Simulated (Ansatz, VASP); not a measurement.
Mg in VASP and in Ansatz

```
Mg
1.0
    -1.74990    1.74990    1.50030
     1.74990   -1.74990    1.50030
     1.74990    1.74990   -1.50030
Mg
1
Direct
  0.00000 0.00000 0.00000
```

Alike in both runs: task single point; functional PBE; k mesh 18 × 18 × 18; occupations gaussian, width 0.15 eV; no spin polarisation.

|  | VASP | Ansatz |
| --- | --- | --- |
| version | VASP 6.6.1 | Ansatz 0.2.0 |
| potentials or method | VASP PAW PBE potentials, release 64 (Mg), cutoff 520 eV | scalar-relativistic, plane waves, PAW |
| valence electrons in the cell | 2 | 10 |

```tsv
	VASP	Ansatz	Ansatz less VASP
gap on the k mesh at the Fermi level (eV)	none	none	-
pressure (GPa)	12.6	12.7	+0.06
traceless stress, the component that is largest in VASP (GPa)	2.95	2.93	-0.019
```

A gap of «none» marks a metal or a gap that the smearing closes. The functional is the same, so the differences come from potentials, cutoffs and numerics. VASP's potentials hold 2 valence electrons a cell and Ansatz's 10, so a difference there can come from the potentials and not from the codes.
